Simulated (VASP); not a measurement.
# BaS: single point with revPBE+D3(BJ)

Crystal: BaS.

```
Ba S
1.0
     0.00000    3.22129    3.22129
     3.22129    0.00000    3.22129
     3.22129    3.22129    0.00000
Ba S
1 1
Cartesian
  3.2213 3.2213 3.2213
  0.0000 0.0000 0.0000
```

This cell differs from its parent crystal: volume scaled by 1.04.

```
Program             : VASP 6.6.1
Task                : single point
Functional          : revPBE
Dispersion          : D3(BJ)
Potentials or basis : VASP PAW PBE potentials, release 64 (Ba_sv, S)
Cutoff              : 520 eV
k mesh              : 6 × 6 × 6
Occupations         : gaussian, width 0.05 eV
Spin                : no spin polarisation
```

- Pressure: -1.0 GPa
- Band gap on the k mesh: 2.26 eV, indirect (least direct gap 2.40 eV)
- Dispersion energy per atom: -0.474 eV

Levels at points of the mesh, in eV from the valence-band top:
```
           k point  band 6  band 7  band 8  band 9  band 10  band 11
(0.00, 0.00, 0.00)    0.00    0.00    0.00    3.65     3.94     3.94
(0.50, 0.00, 0.00)   -1.84   -1.03   -1.03    5.54     5.75     6.26
(0.50, 0.50, 0.00)   -0.54   -0.15   -0.15    2.26     5.87     5.96
```

It took 10 s on 1 thread of Intel(R) Xeon(R) Platinum 8488C (Sapphire Rapids), with other jobs on the host, peak memory 0.21 GiB.

Caveat: the PAW data sets were made with another functional, which shifts forces and pressure a little; spin-orbit coupling is left out, which moves the levels of the heavy elements. A k mesh can miss the band edges.
